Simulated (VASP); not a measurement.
The system is SnO2.

```
CELL_PARAMETERS angstrom
0.00000 2.57205 2.57205
2.57205 0.00000 2.57205
2.57205 2.57205 0.00000
ATOMIC_POSITIONS crystal
Sn 0.00000 0.00000 0.00000
O 0.25000 0.25000 0.25000
O 0.75000 0.75000 0.75000
```

| Property | Result |
| --- | --- |
| Program | VASP 6.6.1 |
| Task | relaxation of cell and atoms |
| Functional | r2SCAN |
| Potentials or basis | VASP PAW PBE potentials, release 64 (Sn_d, O) |
| Cutoff | 600 eV |
| k mesh | 8 × 8 × 8 |
| Occupations | fermi-dirac, width 0.02 eV |
| Spin | no spin polarisation |

At the start: pressure -8.3 GPa; volume 11.34 Å³/atom.

Problem. Where does the relaxation end?

Solution. Over 6 steps the energy falls by 12.1 meV/atom and the volume is 10.89 Å³/atom (-4.0 %); space group Fm-3m (No. 225, to 0.1 Å) before and after.

Step by step:
```tsv
step	energy change (eV)	largest force (eV/Å)	pressure (GPa)	volume (Å³)
1	0.0000	0.0000	-8.31	34.03
2	0.0146	0.0000	11.59	31.21
3	-0.0363	0.0000	-0.11	32.70
4	-0.0363	0.0000	0.08	32.67
5	-0.0363	0.0000	-0.07	32.69
6	-0.0363	0.0000	-0.02	32.68
```

Final structure:
```
CELL_PARAMETERS angstrom
0.00000 2.53765 2.53765
2.53765 0.00000 2.53765
2.53765 2.53765 0.00000
ATOMIC_POSITIONS crystal
Sn 0.00000 0.00000 0.00000
O 0.25000 0.25000 0.25000
O 0.75000 0.75000 0.75000
```

Caveat: the PAW data sets were made with another functional, which shifts forces and pressure a little.
